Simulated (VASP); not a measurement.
A run of VASP 6.6.1 is set up as follows.

File INCAR:

```
SYSTEM = AgBr
PREC = Accurate
ENCUT = 500
EDIFF = 1E-6
ISMEAR = -1
SIGMA = 0.03
LREAL = .FALSE.
LASPH = .TRUE.
NELM = 120
ALGO = Normal
ISIF = 2
LWAVE = .FALSE.
LCHARG = .FALSE.
GGA = CA
NBANDS = 16
GGA_COMPAT = .FALSE.
```

File KPOINTS:

```
Automatic mesh
0
G
  7 7 7
  0 0 0
```

File POSCAR:

```
AgBr
1.0
    0.0000000000      2.8470445428      2.8470445428
    2.8470445428      0.0000000000      2.8470445428
    2.8470445428      2.8470445428      0.0000000000
Ag Br
1 1
Direct
    0.5000000000      0.5000000000      0.5000000000
    0.0000000000      0.0000000000      0.0000000000
```

Potentials or basis: VASP PAW LDA potentials, release 64 (Ag, Br).

The run is started by

```console
$ cat potpaw_LDA.64/Ag/POTCAR potpaw_LDA.64/Br/POTCAR > POTCAR
$ mpirun -np 1 vasp_std > vasp.out
```

(1) Estimate the pressure.

(2) Estimate the band gap on the k mesh.

## Answers

(1) -3.1 GPa.

(2) 0.49 eV, indirect (least direct gap 2.43 eV).
